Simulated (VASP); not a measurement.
Wanted: the native input for a VASP 6.6.1 run.

```yaml
Task: single point
Functional: LDA
Potentials_or_basis: VASP PAW LDA potentials, release 64 (W_sv, Si)
Cutoff: 520 eV
k_mesh: 7 × 7 × 4
Occupations: fermi-dirac, width 0.05 eV
Spin: no spin polarisation
Dipole_correction: no
Further_INCAR_settings: ALGO = Normal; EDIFF = 1e-06; NBANDS = 43
```

The structure of Si2W lies in POSCAR:

```
Si2W
1.0
    4.6168523821      0.0000000000      0.0000000000
   -2.3084261911      3.9983114484      0.0000000000
    0.0000000000      0.0000000000      6.6532220000
W Si
3 6
Direct
    0.5000000000      0.0000000000      0.5000000000
    0.5000000000      0.5000000000      0.8333333333
    0.0000000000      0.5000000000      0.1666666667
    0.3272520000      0.1636260000      0.1666666667
    0.8363740000      0.1636260000      0.8333333333
    0.1636260000      0.3272520000      0.5000000000
    0.6727480000      0.8363740000      0.1666666667
    0.1636260000      0.8363740000      0.8333333333
    0.8363740000      0.6727480000      0.5000000000
```

These files were run (other wordings do the same):

INCAR

```
SYSTEM = Si2W
PREC     = Accurate       ! precision mode
ENCUT    = 520            ! plane-wave cutoff, eV
EDIFF    = 1E-6           ! SCF threshold, eV
ISMEAR   = -1             ! smearing method
SIGMA    = 0.05           ! smearing width, eV
LREAL    = .False.        ! projectors in reciprocal space
LASPH    = .True.         ! aspherical terms in the spheres
NELM     = 100            ! most SCF steps
ALGO     = Normal         ! electronic algorithm
ISIF     = 2              ! what is computed and relaxed
LWAVE    = .False.        ! write WAVECAR
LCHARG   = .False.        ! write CHGCAR
NBANDS   = 43             ! bands
```

KPOINTS

```
Automatic mesh
0
Gamma
  7 7 4
  0 0 0
```

Potentials or basis: VASP PAW LDA potentials, release 64 (W_sv, Si).

Run with:

```sh
$ cat potpaw_LDA.64/W_sv/POTCAR potpaw_LDA.64/Si/POTCAR > POTCAR
$ mpirun -np 1 vasp_std > vasp.out
```

It gave:

| Quantity | Value |
| --- | --- |
| Pressure | -8.6 GPa |
| Largest force | 0.049 eV/Å |
| Band gap on the k mesh | 0.20 eV, indirect (least direct gap 0.64 eV) |

Caveat: spin-orbit coupling is left out, which moves the levels of the heavy elements.

Wall time 3 min on 1 thread of AMD EPYC 7R43 64-Core Processor (Zen 3), on a shared host, peak memory 0.22 GiB.
